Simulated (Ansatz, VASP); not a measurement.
**Al: VASP beside Ansatz**

File INCAR:

```
PREC = Accurate ; ENCUT = 600
EDIFF = 1E-7 ; ISMEAR = 0
SIGMA = 0.1 ; LREAL = F
LASPH = T ; NELM = 80
ALGO = Fast ; ISIF = 3
LWAVE = F ; LCHARG = F
GGA = PE ; IBRION = 2
NSW = 100 ; EDIFFG = -0.005
```

File KPOINTS:

```
regular mesh
0
Gamma
  18 18 18
```

The input POSCAR:

```
Al
1.0
   -1.5912186900      1.5912186900      1.5912186900
    1.5912186900     -1.5912186900      1.5912186900
    1.5912186900      1.5912186900     -1.5912186900
Al
1
Direct
    0.0000000000      0.0000000000      0.0000000000
```

Input for Ansatz:

```yaml
crystal:
  lattice:
    - [-1.59121869, 1.59121869, 1.59121869]
    - [1.59121869, -1.59121869, 1.59121869]
    - [1.59121869, 1.59121869, -1.59121869]
  atoms:
    - { symbol: Al, position: [0.0, 0.0, 0.0] }
basis:
  ecutwfc: 420
kpoints:
  mp_grid: { grid: [18, 18, 18] }
hamiltonian:
  xc: pbe
  pseudopotentials: { kind: paw, azcp: { folder: soft_1 } }
scf:
  occupations: { method: gaussian, width: 0.1 }
output:
  forces: true
  stress: true
  eigenvalues: true
relax:
  adjacent_minimum: "off"
  f_tol: 0.005
  max_steps: 80
  cell: { stress_tol: 0.05 }
```

Alike in both runs: task relaxation of cell and atoms; functional PBE; k mesh 18 × 18 × 18; occupations gaussian, width 0.1 eV; no spin polarisation.

|  | VASP | Ansatz |
| --- | --- | --- |
| version | VASP 6.6.1 | Ansatz 0.2.0 |
| potentials or method | VASP PAW PBE potentials, release 64 (Al), cutoff 600 eV | scalar-relativistic, plane waves, PAW |
| valence electrons in the cell | 3 | 3 |

|  | VASP | Ansatz | Ansatz less VASP |
| --- | --- | --- | --- |
| gap on the k mesh at the Fermi level, each at its own relaxed structure (eV) | none | none | - |
| relaxed volume (Å³/atom) | 16.93 | 16.93 | -0.006 |
| relaxed cell length with the largest relative difference (Å) | 2.802 | 2.802 | -0.0003 |

A gap of «none» marks a metal or a gap that the smearing closes.
